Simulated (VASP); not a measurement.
# Co in VASP: further runs, part 2 of 2

VASP 6.6.1.

### 4 Single point, PBEsol

This run uses another cell than the first one: it holds 3 atoms, not 1.

The input, INCAR:

```
SYSTEM = Co
PREC = Accurate
ENCUT = 520
EDIFF = 1E-6
ISMEAR = 0
SIGMA = 0.1
LREAL = .FALSE.
LASPH = .TRUE.
NELM = 60
ALGO = Normal
ISIF = 2
LWAVE = .FALSE.
LCHARG = .TRUE.
GGA = PS
LELF = .TRUE.
LVHAR = .TRUE.
NBANDS = 20
```

The input, KPOINTS:

```
Automatic mesh
0
G
  6 6 6
  0 0 0
```

The input, POSCAR:

```
Co
1.0
    3.8470883069      0.0000000000      0.0000000000
   -1.9235441535      3.3316762044      0.0000000000
    0.0000000000      0.0000000000      2.3668861341
Co
3
Direct
    0.3333635528      0.0000000000      0.3333333333
    0.0000000000      0.3333635528      0.6666666667
    0.6666364472      0.6666364472      0.0000000000
```

Potentials or basis: VASP PAW PBE potentials, release 64 (Co).

On the command line:

```
cat potpaw_PBE.64/Co/POTCAR > POTCAR
mpirun -np 1 vasp_std > vasp.out
```

OUTCAR:

```text
SYSTEM = Co
   PREC = Accurate
   ENCUT = 520
   EDIFF = 1E-6
   ISMEAR = 0
   LREAL = .FALSE.
   LASPH = .TRUE.
   NELM = 60
   ISIF = 2
   GGA = PS

 ion  position               nearest neighbor table
   1  0.333  0.000  0.333-   3 2.36   3 2.36   2 2.36   2 2.36   3 2.36   2 2.36   2 2.72   2 2.72
                             3 2.72   3 2.72   2 2.72   3 2.72
   2  0.000  0.333  0.667-   3 2.36   3 2.36   1 2.36   1 2.36   3 2.36   1 2.36   1 2.72   1 2.72
                             3 2.72   3 2.72   1 2.72   3 2.72
   3  0.667  0.667  0.000-   2 2.36   1 2.36   2 2.36   1 2.36   1 2.36   2 2.36   2 2.72   1 2.72
                             2 2.72   1 2.72   1 2.72   2 2.72

  LATTYP: Found a hexagonal cell.
 ALAT       =     3.8470883069
 C/A-ratio  =     0.6152409161

  Lattice vectors:

 A1 = (   3.8470883069,   0.0000000000,   0.0000000000)
 A2 = (  -1.9235441535,   3.3316762044,   0.0000000000)
 A3 = (   0.0000000000,   0.0000000000,   2.3668861341)

Analysis of symmetry for initial positions (statically):
=====================================================================
 Subroutine PRICEL returns:
 Original cell was already a primitive cell.

 Routine SETGRP: Setting up the symmetry group for a
 hexagonal supercell.

 Subroutine GETGRP returns: Found  6 space group operations
 (whereof  2 operations were pure point group operations)
 out of a pool of 24 trial point group operations.

The static configuration has the point symmetry C_2 .
 The point group associated with its full space group is D_3 .

Analysis of symmetry for dynamics (positions and initial velocities):
=====================================================================
 Subroutine PRICEL returns:
 Original cell was already a primitive cell.

 Routine SETGRP: Setting up the symmetry group for a
 hexagonal supercell.

 Subroutine GETGRP returns: Found  6 space group operations
 (whereof  2 operations were pure point group operations)
 out of a pool of 24 trial point group operations.

The dynamic configuration has the point symmetry C_2 .
 The point group associated with its full space group is D_3 .
[... 115 lines left out ...]
   EFERMI =   0.00;   METHOD = LEGACY
   ISMEAR =     0;   SIGMA  =   0.10  broadening in eV -4-tet -1-fermi 0-gaus
   EFERMI_NEDOS =   21; number of points for ismear=-14 and -15
   IALGO  =     38    algorithm
   IMIX   =      4    mixing-type and parameters
     AMIX     =   0.40;   BMIX     =  1.00
     AMIX_MAG =   1.60;   BMIX_MAG =  1.00
  volume/ion in A,a.u.               =      10.11        68.24
  Fermi-wavevector in a.u.,A,eV,Ry     =   1.574727  2.975803 33.739259  2.479766
  Thomas-Fermi vector in A             =   2.675818
   LORBIT       =      0    0 simple, 1 ext, 2 COOP (PROOUT), +10 PAW based schemes
   GGA     = PS    functional components
   LHFCALC =     F    Hartree Fock is set to
   AEXX    =    0.0000 exact exchange contribution
   IVDW    =     0    specifies the selected vdW correction
   LEPSILON=     F    determine dielectric tensor
   LRPA    =     F    only Hartree local field effects (RPA)
 non-spin polarized calculation
 Gauss-broadening in eV      SIGMA  =   0.10
  energy-cutoff  :      520.00
  volume of cell :       30.34
 maximum number of plane-waves:       843
 NGX is ok and might be reduce to    30

 number of electron      26.9999973 magnetization

 Free energy of the ion-electron system (eV)
  ---------------------------------------------------
  ext. energy  EPLUGINS =         0.00000000
  ---------------------------------------------------
  free energy    TOTEN  =       -21.95057185 eV

  energy without entropy =      -21.88382001  energy(sigma->0) =      -21.91719593

 E-fermi :  10.9892     XC(G=0): -14.0106

 val. band max:       10.9874011610   @ k =   0.3333   0.0000   0.3333
 cond. band min:      10.9928611403   @ k =   0.1667   0.1667   0.3333
 fundamental gap:      0.0054599793
 Fermi energy:        10.9892188906

 k-point     1 :       0.0000    0.0000    0.0000
  band No.  band energies     occupation
      1       1.7392      2.00000
      2       7.4813      2.00000
      3       7.4813      2.00000
      4       8.0864      2.00000
      5       8.0864      2.00000
      6       8.0864      2.00000
[... 541 lines left out ...]
     19      19.6156      0.00000
     20      22.5541      0.00000

 [... further k-points ...]
[... 5 lines left out ...]
  --------------------------------------------------------------------------------------
  -------------------------------------------------------------------------------------
  Total       -0.1433960     -0.1433960     -0.1671069      0.0000000     -0.0000000      0.0000000
  in kB       -7.5731263     -7.5731263     -8.8253629      0.0000000     -0.0000000      0.0000000
  external PRESSURE =      -7.9905385 kB  Pullay stress =       0.0000000 kB

 VOLUME and BASIS-vectors are now :
 -----------------------------------------------------------------------------
  energy-cutoff  :      520.00
  volume of cell :       30.34
      direct lattice vectors                 reciprocal lattice vectors
     3.847088307  0.000000000  0.000000000     0.259936846  0.150074608  0.000000000
    -1.923544153  3.331676204  0.000000000     0.000000000  0.300149216  0.000000000
     0.000000000  0.000000000  2.366886134     0.000000000  0.000000000  0.422496032

 POSITION                                       TOTAL-FORCE (eV/Angst)
 -----------------------------------------------------------------------------------
      1.28248      0.00000      0.78896        -0.000949     -0.000000      0.000000
     -0.64124      1.11066      1.57792         0.000474     -0.000822      0.000000
      1.28230      2.22102      0.00000         0.000474      0.000822      0.000000
 -----------------------------------------------------------------------------------
    total drift:                                0.000000     -0.000000      0.000000

  FREE ENERGIE OF THE ION-ELECTRON SYSTEM (eV)
  ---------------------------------------------------
  free  energy   TOTEN  =       -21.9505718501 eV

  energy  without entropy=      -21.8838200129  energy(sigma->0) =      -21.91719593
```

OSZICAR:

```text
N       E                     dE             d eps       ncg     rms          rms(c)
DAV:   1     0.156169873165E+03    0.15617E+03   -0.12176E+04  1376   0.183E+03
DAV:   2    -0.194827164746E+02   -0.17565E+03   -0.16840E+03  1360   0.324E+02
DAV:   3    -0.258977687875E+02   -0.64151E+01   -0.60954E+01  1432   0.879E+01
DAV:   4    -0.259840139529E+02   -0.86245E-01   -0.86160E-01  1752   0.910E+00
DAV:   5    -0.259867089201E+02   -0.26950E-02   -0.26948E-02  1736   0.141E+00    0.198E+01
DAV:   6    -0.225005204710E+02    0.34862E+01   -0.25634E+01  1424   0.837E+01    0.550E+00
DAV:   7    -0.220132542939E+02    0.48727E+00   -0.28547E+00  1508   0.274E+01    0.263E+00
DAV:   8    -0.219584806760E+02    0.54774E-01   -0.39159E-02  1924   0.243E+00    0.803E-01
DAV:   9    -0.219511645793E+02    0.73161E-02   -0.20287E-03  1712   0.423E-01    0.184E-01
DAV:  10    -0.219505614727E+02    0.60311E-03   -0.29461E-04  1580   0.168E-01    0.535E-02
DAV:  11    -0.219505717053E+02   -0.10233E-04   -0.14714E-05  1560   0.341E-02    0.733E-03
DAV:  12    -0.219505718501E+02   -0.14472E-06   -0.10162E-06   968   0.119E-02
   1 F= -.21950572E+02 E0= -.21917196E+02  d E =-.667518E-01
```

Wall time 31 s (1 thread of Intel Xeon 8259CL, shared host); peak memory 0.15 GiB.

What came out:

* Free energy: -21.9506 eV
* Pressure: -0.8 GPa
* Band gap on the k mesh: zero (an odd number of electrons rules out a gap without spin polarisation)

Stress tensor (GPa, compression positive):
```
-0.76  0.00  0.00
 0.00 -0.76  0.00
 0.00  0.00 -0.88
```

Caveat: the k points lie up to 0.44 Å⁻¹ apart, too coarse for converged energies and pressures of a metal; the PAW data sets were made with another functional, which shifts forces and pressure a little; the run has no spin polarisation, though such a crystal can be magnetic. Spin polarisation is off, so any magnetic state and its effect on volume and gap are missing.

### 5 Overview

| task | spin | cell | k mesh | cutoff (eV) | gap on the mesh (eV) | pressure (GPa) | moment (μB) |
| --- | --- | --- | --- | --- | --- | --- | --- |
| relaxation of cell and atoms | collinear, ferromagnetic start | relaxed from a = 2.429 Å, angles 109.5°, 1 atom, atomic positions A | 8 × 8 × 8 | 600 | none | -0.1 | 1.81 |
| single point | collinear, ferromagnetic start | a = 2.397 Å, angles 109.5°, 1 atom, atomic positions A | 28 × 28 × 28 | 520 | none | -1.0 | 1.72 |
| single point | off | a = 3.847, b = 3.847, c = 2.367 Å, angles 90.0, 90.0, 120.0°, 3 atoms, atomic positions B | 6 × 6 × 6 | 520 | none | -0.8 | - |

Alike in all rows: level PBEsol; potentials or basis VASP PAW PBE potentials, release 64 (Co); smearing gaussian 0.1 eV.

Caveats: some runs use coarse meshes; the PAW data sets were made with another functional, which shifts forces and pressure a little.

Absolute energies hang on the potentials; compare differences alone.
